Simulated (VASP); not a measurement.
# Sn3Bi (Fm-3m) in VASP: vibrations by perturbation theory with LDA

Aim: the vibrations by perturbation theory of Sn3Bi with LDA.

Everything below comes from runs of VASP 6.6.1. Logs are shortened: lines on timing, memory, paths and dates and some standing lists are left out, and cuts for length are marked.

### Step 1. The cell of the first run

Symmetry: Fm-3m, No. 225, cubic system. Conventional cell: a = 7.698 Å, b = 7.698 Å, c = 7.698 Å, α = 90.00°, β = 90.00°, γ = 90.00°. Within 4.4 Å of Sn (site symmetry m-3m) lie 8 Sn at 3.33 Å and 6 Bi at 3.85 Å. Sn (site symmetry -43m) has 10 Sn at 3.33 to 3.85 Å and 4 Bi at 3.33 Å within 4.4 Å. Bi (site symmetry m-3m) has 14 Sn at 3.33 to 3.85 Å within 4.4 Å.

### Step 2. Vibrations by perturbation theory, LDA

INCAR reads:

```
SYSTEM = Sn3Bi
ALGO = Normal ; EDIFF = 1E-8
ENCUT = 520 ; IBRION = 8
ISIF = 2 ; ISMEAR = 1
LASPH = .True. ; LCHARG = .False.
LREAL = .False. ; LWAVE = .False.
NELM = 60 ; NSW = 1
PREC = Accurate ; SIGMA = 0.05
```

KPOINTS reads:

```
k-points
0
Gamma
  6 6 6
  0 0 0
```

POSCAR reads:

```
Sn3Bi
1.0
    0.0000000000      3.8490170000      3.8490170000
    3.8490170000      0.0000000000      3.8490170000
    3.8490170000      3.8490170000      0.0000000000
Sn Bi
3 1
Direct
    0.0000000000      0.0000000000      0.0000000000
    0.2500000000      0.2500000000      0.2500000000
    0.7500000000      0.7500000000      0.7500000000
    0.5000000000      0.5000000000      0.5000000000
```

Potentials or basis: VASP PAW LDA potentials, release 64 (Sn_d, Bi_d).

The run is started by

```sh
cat potpaw_LDA.64/Sn_d/POTCAR potpaw_LDA.64/Bi_d/POTCAR > POTCAR
mpirun -np 1 vasp_std > vasp.out
```

OUTCAR:

```text
SYSTEM = Sn3Bi
   EDIFF = 1E-8
   ENCUT = 520
   IBRION = 8
   ISIF = 2
   ISMEAR = 1
   LASPH = .True.
   LREAL = .False.
   NELM = 60
   NSW = 1
   PREC = Accurate

 ion  position               nearest neighbor table
   1  0.000  0.000  0.000-   3 3.33   3 3.33   3 3.33   2 3.33   3 3.33   2 3.33   2 3.33   2 3.33

   2  0.250  0.250  0.250-   1 3.33   1 3.33   1 3.33   1 3.33   4 3.33   4 3.33   4 3.33   4 3.33

   3  0.750  0.750  0.750-   4 3.33   4 3.33   4 3.33   1 3.33   4 3.33   1 3.33   1 3.33   1 3.33

   4  0.500  0.500  0.500-   2 3.33   2 3.33   2 3.33   2 3.33   3 3.33   3 3.33   3 3.33   3 3.33

  LATTYP: Found a face centered cubic cell.
 ALAT       =     7.6980340000

  Lattice vectors:

 A1 = (   0.0000000000,   3.8490170000,   3.8490170000)
 A2 = (   3.8490170000,   0.0000000000,   3.8490170000)
 A3 = (   3.8490170000,   3.8490170000,   0.0000000000)

Analysis of symmetry for initial positions (statically):
=====================================================================
 Subroutine PRICEL returns:
 Original cell was already a primitive cell.

 Routine SETGRP: Setting up the symmetry group for a
 face centered cubic supercell.

 Subroutine GETGRP returns: Found 48 space group operations
 (whereof 48 operations were pure point group operations)
 out of a pool of 48 trial point group operations.

The static configuration has the point symmetry O_h .

Analysis of symmetry for dynamics (positions and initial velocities):
=====================================================================
 Subroutine PRICEL returns:
 Original cell was already a primitive cell.

 Routine SETGRP: Setting up the symmetry group for a
 face centered cubic supercell.

 Subroutine GETGRP returns: Found 48 space group operations
 (whereof 48 operations were pure point group operations)
 out of a pool of 48 trial point group operations.

The dynamic configuration has the point symmetry O_h .

 Subroutine INISYM returns: Found 48 space group operations
 (whereof 48 operations are pure point group operations),
 and found     1 'primitive' translations

----------------------------------------------------------------------------------------

                                     Primitive cell

  volume of cell :     114.0458

  direct lattice vectors                    reciprocal lattice vectors
     0.000000000  3.849017000  3.849017000    -0.129903297  0.129903297  0.129903297
     3.849017000  0.000000000  3.849017000     0.129903297 -0.129903297  0.129903297
     3.849017000  3.849017000  0.000000000     0.129903297  0.129903297 -0.129903297

  length of vectors
     5.443332043  5.443332043  5.443332043     0.224999111  0.224999111  0.224999111

  position of ions in fractional coordinates (direct lattice)
     0.000000000  0.000000000  0.000000000
     0.250000000  0.250000000  0.250000000
     0.750000000  0.750000000  0.750000000
     0.500000000  0.500000000  0.500000000

  ion indices of the primitive-cell ions
   primitive index   ion index
                 1           1
                 2           2
                 3           3
                 4           4

----------------------------------------------------------------------------------------

[... 104 lines left out ...]
  ext. energy  EPLUGINS =         0.00000000
  ---------------------------------------------------
  free energy    TOTEN  =       -17.80555520 eV

  energy without entropy =      -17.80574440  energy(sigma->0) =      -17.80561827

 E-fermi :   7.8944     XC(G=0): -10.5261

 val. band max:        7.8522249461   @ k =   0.5000   0.0000   0.0000
 cond. band min:       7.9265743231   @ k =  -0.3333   0.3333   0.0000
 fundamental gap:      0.0743493771
 Fermi energy:         7.8943748691

 k-point     1 :       0.0000    0.0000    0.0000
  band No.  band energies     occupation
      1     -15.2495      2.00000
      2     -15.2495      2.00000
      3     -15.2495      2.00000
      4     -15.2370      2.00000
      5     -15.2370      2.00000
      6     -13.7851      2.00000
[... 581 lines left out ...]
     33      10.8069      0.00000
     34      11.1757      0.00000

------------------------ aborting loop because EDIFF is reached ----------------------------------------

  FORCE on cell =-STRESS in cart. coord.  units (eV):
  Direction    XX          YY          ZZ          XY          YZ          ZX
  --------------------------------------------------------------------------------------
  -------------------------------------------------------------------------------------
  Total       -2.6479487     -2.6479487     -2.6479487      0.0000000      0.0000000     -0.0000000
  in kB      -37.1998055    -37.1998055    -37.1998055      0.0000000      0.0000000     -0.0000000
  external PRESSURE =     -37.1998055 kB  Pullay stress =       0.0000000 kB

 VOLUME and BASIS-vectors are now :
 -----------------------------------------------------------------------------
  energy-cutoff  :      520.00
  volume of cell :      114.05
      direct lattice vectors                 reciprocal lattice vectors
     0.000000000  3.849017000  3.849017000    -0.129903297  0.129903297  0.129903297
     3.849017000  0.000000000  3.849017000     0.129903297 -0.129903297  0.129903297
     3.849017000  3.849017000  0.000000000     0.129903297  0.129903297 -0.129903297

 POSITION                                       TOTAL-FORCE (eV/Angst)
 -----------------------------------------------------------------------------------
      0.00000      0.00000      0.00000         0.000000     -0.000000      0.000000
      1.92451      1.92451      1.92451         0.000000      0.000000     -0.000000
      5.77353      5.77353      5.77353        -0.000000     -0.000000      0.000000
      3.84902      3.84902      3.84902         0.000000     -0.000000      0.000000
 -----------------------------------------------------------------------------------
    total drift:                               -0.000000      0.000000      0.000000

  FREE ENERGIE OF THE ION-ELECTRON SYSTEM (eV)
  ---------------------------------------------------
  free  energy   TOTEN  =       -17.8055552042 eV

  energy  without entropy=      -17.8057443995  energy(sigma->0) =      -17.80561827

[... ionic steps 2 to 12 ...]

--------------------------------------- Ionic step       13  -------------------------------------------

 Free energy of the ion-electron system (eV)
  ---------------------------------------------------
  ---------------------------------------------------
  free energy    TOTEN  =        -0.34446017 eV

  energy without entropy =       -0.34446017

------------------------ aborting loop because EDIFF is reached ----------------------------------------

 INTERNAL STRAIN TENSOR  FOR ION    4  DIRECTION 1   (eV/Angst):
 -----------------------------------------------------------------------------
     0.00849  0.00000  0.00000
     0.00000 -0.00039 -0.00000
     0.00000 -0.00000 -0.00039

 INTERNAL STRAIN TENSOR FOR ION    4 for displacements in x,y,z  (eV/Angst):
          X           Y           Z          XY          YZ          ZX
  --------------------------------------------------------------------------------
  x     0.00000     0.00000     0.00000     0.00000     0.00000     0.00000
  y     0.00000     0.00000     0.00000     0.00000     0.00000     0.00000
  z     0.00000     0.00000     0.00000     0.00000     0.00000     0.00000

 SECOND DERIVATIVES (NOT SYMMETRIZED)
 ------------------------------------
               1X          1Y          1Z          2X          2Y          2Z          3X          3Y          3Z          4X          4Y          4Z
  1X    -2.035325    0.000000    0.000000    0.251609    0.000000    0.000000    0.251609    0.000000    0.000000    1.532106    0.000000    0.000000
  1Y     0.000000   -2.035325    0.000000    0.000000    0.251609    0.000000    0.000000    0.251609    0.000000    0.000000    1.532106    0.000000
  1Z     0.000000    0.000000   -2.035325    0.000000    0.000000    0.251609    0.000000    0.000000    0.251609    0.000000    0.000000    1.532106
  2X     0.253396    0.000000    0.000000   -2.597475    0.000000    0.000000    1.391155    0.000000    0.000000    0.952924    0.000000    0.000000
  2Y     0.000000    0.253396    0.000000    0.000000   -2.597475    0.000000    0.000000    1.391155    0.000000    0.000000    0.952924    0.000000
  2Z     0.000000    0.000000    0.253396    0.000000    0.000000   -2.597475    0.000000    0.000000    1.391155    0.000000    0.000000    0.952924
  3X     0.253396    0.000000    0.000000    1.391155    0.000000    0.000000   -2.597475    0.000000    0.000000    0.952924    0.000000    0.000000
  3Y     0.000000    0.253396    0.000000    0.000000    1.391155    0.000000    0.000000   -2.597475    0.000000    0.000000    0.952924    0.000000
  3Z     0.000000    0.000000    0.253396    0.000000    0.000000    1.391155    0.000000    0.000000   -2.597475    0.000000    0.000000    0.952924
  4X     1.536643    0.000000    0.000000    0.962290    0.000000    0.000000    0.962290    0.000000    0.000000   -3.461224    0.000000    0.000000
  4Y     0.000000    1.536643    0.000000    0.000000    0.962290    0.000000    0.000000    0.962290    0.000000    0.000000   -3.461224    0.000000
  4Z     0.000000    0.000000    1.536643    0.000000    0.000000    0.962290    0.000000    0.000000    0.962290    0.000000    0.000000   -3.461224

 Eigenvectors and eigenvalues of the dynamical matrix
 ----------------------------------------------------

   1 f  =    2.865622 THz    18.005237 2PiTHz   95.586876 cm-1    11.851257 meV
             X         Y         Z           dx          dy          dz
      0.000000  0.000000  0.000000     0.000000    0.000000    0.000000
      1.924508  1.924508  1.924508    -0.072580   -0.441898    0.547228
      5.773525  5.773525  5.773525     0.072580    0.441898   -0.547228
      3.849017  3.849017  3.849017    -0.000000   -0.000000    0.000000
[... 71 lines left out ...]
  12 f/i=    0.004166 THz     0.026177 2PiTHz    0.138971 cm-1     0.017230 meV
             X         Y         Z           dx          dy          dz
      0.000000  0.000000  0.000000    -0.319360   -0.309697    0.111664
      1.924508  1.924508  1.924508    -0.319623   -0.309952    0.111756
      5.773525  5.773525  5.773525    -0.319623   -0.309952    0.111756
      3.849017  3.849017  3.849017    -0.422497   -0.409713    0.147726

--------------------------------------------------------------------------------------------------------

 ELASTIC MODULI CONTR FROM IONIC RELAXATION (kBar)
 Direction    XX          YY          ZZ          XY          YZ          ZX
 --------------------------------------------------------------------------------
 XX          -0.0000     -0.0000     -0.0000     -0.0000      0.0000     -0.0000
 YY          -0.0000     -0.0000     -0.0000     -0.0000     -0.0000      0.0000
 ZZ          -0.0000     -0.0000     -0.0000      0.0000     -0.0000     -0.0000
 XY          -0.0000     -0.0000      0.0000     -7.4614     -0.0000      0.0000
 YZ           0.0000     -0.0000     -0.0000     -0.0000     -7.4614      0.0000
 ZX          -0.0000      0.0000     -0.0000      0.0000      0.0000     -7.4614
 --------------------------------------------------------------------------------
```

Run time: 16 min. Hardware: 1 thread of Intel Xeon 8259CL, shared host; peak memory 0.51 GiB.

Results:

```
Highest phonon frequency at Γ : 96 cm⁻¹
```

Phonon frequencies in cm⁻¹ (negative: imaginary):
```
              q point                       frequencies
(0.000, 0.000, 0.000)  0 0 0 66 66 66 87 87 87 96 96 96
```

Caveat: the cell stands under pressure or tension, which shifts response properties; spin-orbit coupling is left out, which moves the levels of the heavy elements.
